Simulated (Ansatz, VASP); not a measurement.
# One calculation of Ta, two programs

Contents of INCAR:

```
SYSTEM = Ta
PREC = Accurate
ENCUT = 600
EDIFF = 1E-6
ISMEAR = -1
SIGMA = 0.15
LREAL = .False.
LASPH = .True.
NELM = 100
ALGO = Fast
ISIF = 3
LWAVE = .False.
LCHARG = .False.
GGA = PE
IBRION = 2
NSW = 80
EDIFFG = -0.001
```

KPOINTS

```
regular mesh
0
Gamma
  20 20 20
  0 0 0
```

File POSCAR:

```
Ta
1.0
   -1.6593948200      1.6593948200      1.6593948200
    1.6593948200     -1.6593948200      1.6593948200
    1.6593948200      1.6593948200     -1.6593948200
Ta
1
Direct
    0.0000000000      0.0000000000      0.0000000000
```

Input for Ansatz:

```yaml
crystal:
  lattice:
    - [-1.65939482, 1.65939482, 1.65939482]
    - [1.65939482, -1.65939482, 1.65939482]
    - [1.65939482, 1.65939482, -1.65939482]
  atoms:
    - { symbol: Ta, position: [0.0, 0.0, 0.0] }
basis:
  ecutwfc: 420
kpoints:
  mp_grid: { grid: [20, 20, 20] }
hamiltonian:
  xc: pbe
scf:
  occupations: { method: fermi_dirac, width: 0.15 }
output:
  forces: true
  stress: true
  eigenvalues: true
  write_density: true
  write_potential: true
  elf: true
  volumetric_format: npy
relax:
  adjacent_minimum: "off"
  f_tol: 0.001
  max_steps: 60
  cell: { stress_tol: 0.01 }
```

Alike in both runs: task relaxation of cell and atoms; functional PBE; k mesh 20 × 20 × 20; occupations fermi-dirac, width 0.15 eV; no spin polarisation.

|  | VASP | Ansatz |
| --- | --- | --- |
| version | VASP 6.6.1 | Ansatz 0.2.0 |
| potentials or method | VASP PAW PBE potentials, release 64 (Ta_pv), cutoff 600 eV | scalar-relativistic, plane waves, PAW |
| valence electrons in the cell | 11 | 13 |

```tsv
	VASP	Ansatz	Ansatz less VASP
gap on the k mesh at the Fermi level, each at its own relaxed structure (eV)	none	none	-
relaxed volume (Å³/atom)	18.34	18.33	-0.012
relaxed cell length with the largest relative difference (Å)	2.877	2.877	-0.0006
```

A gap of «none» marks a metal or a gap that the smearing closes. VASP's potentials hold 11 valence electrons a cell and Ansatz's 13, so a difference there can come from the potentials and not from the codes.

Spin-orbit coupling is off throughout.
